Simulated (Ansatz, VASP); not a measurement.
## Li: VASP beside Ansatz

```xyz
1
Lattice="0.0000 2.1359 2.2020 2.1359 0.0000 2.2020 2.1359 2.1359 0.0000" Properties=species:S:1:pos:R:3 pbc="T T T"
Li    0.0000    0.0000    0.0000
```

Change from the starting cell: equal xx and yy strain of -3 %.

Alike in both runs: task single point; functional PBEsol; k mesh 13 × 13 × 13; occupations fermi-dirac, width 0.08 eV; no spin polarisation.

```csv
,VASP,Ansatz
version,VASP 6.6.1,Ansatz 0.2.0
potentials or method,"VASP PAW PBE potentials, release 64 (Li_sv), cutoff 750 eV","all-electron LAPW, scalar-relativistic"
```

|  | VASP | Ansatz | Ansatz less VASP |
| --- | --- | --- | --- |
| pressure (GPa) | 0.0 | 0.1 | +0.11 |

VASP's potentials were made for PBE, not for PBEsol. Ansatz ran all-electron here, and VASP with PAW potentials.
